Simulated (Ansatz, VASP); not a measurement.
# BaTiO3: VASP beside Ansatz

The input INCAR:

```
SYSTEM = BaTiO3
PREC = Accurate
ENCUT = 520
EDIFF = 1E-6
ISMEAR = 0
SIGMA = 0.05
LREAL = .FALSE.
LASPH = .TRUE.
NELM = 80
ALGO = Normal
ISIF = 2
LWAVE = .FALSE.
LCHARG = .FALSE.
GGA = PE
NBANDS = 28
```

The input KPOINTS:

```
Automatic mesh
0
G
  8 8 8
  0 0 0
```

Contents of POSCAR:

```
BaTiO3
1.0
    4.3407704104      0.0000000000      0.0000000000
    0.0000000000      4.3407704104      0.0000000000
    0.0000000000      0.0000000000      4.3408238260
Ba Ti O
1 1 3
Direct
    0.0000000000      0.0000000000      0.0000000000
    0.5000000000      0.5000000000      0.5000000000
    0.5000000000      0.5000000000      0.0000000000
    0.5000000000      0.0000000000      0.5000000000
    0.0000000000      0.5000000000      0.5000000000
```

Input for Ansatz:

```yaml
crystal:
  lattice:
    - [4.3407704104, 0.0, 0.0]
    - [0.0, 4.3407704104, 0.0]
    - [0.0, 0.0, 4.340823826]
  atoms:
    - { symbol: Ba, position: [0.0, 0.0, 0.0] }
    - { symbol: Ti, position: [0.5, 0.5, 0.5] }
    - { symbol: O, position: [0.5, 0.5, 0.0] }
    - { symbol: O, position: [0.5, 0.0, 0.5] }
    - { symbol: O, position: [0.0, 0.5, 0.5] }
basis:
  ecutwfc: 420
kpoints:
  mp_grid: { grid: [8, 8, 8] }
hamiltonian:
  xc: pbe
scf:
  occupations: { method: gaussian, width: 0.05 }
output:
  forces: true
  stress: true
  eigenvalues: true
```

Change from the starting cell: strain +0.080 along x and y, +0.080 along z, atoms carried along.

Alike in both runs: task single point; functional PBE; k mesh 8 × 8 × 8; occupations gaussian, width 0.05 eV; no spin polarisation.

|  | VASP | Ansatz |
| --- | --- | --- |
| version | VASP 6.6.1 | Ansatz 0.2.0 |
| potentials or method | VASP PAW PBE potentials, release 64 (Ba_sv, Ti_sv, O), cutoff 520 eV | scalar-relativistic, plane waves, PAW |
| valence electrons in the cell | 40 | 40 |

```csv
,VASP,Ansatz,Ansatz less VASP
gap on the k mesh at the Fermi level (eV),1.26,1.29,+0.035
least direct gap on the mesh (eV),1.54,1.55,+0.016
pressure (GPa),-21.6,-22.2,-0.65
```

With one functional, cell and mesh, what is left measures potentials, basis and numerics. Ansatz's warnings: near symmetry operations not taken.

Neither program's run includes spin-orbit coupling.
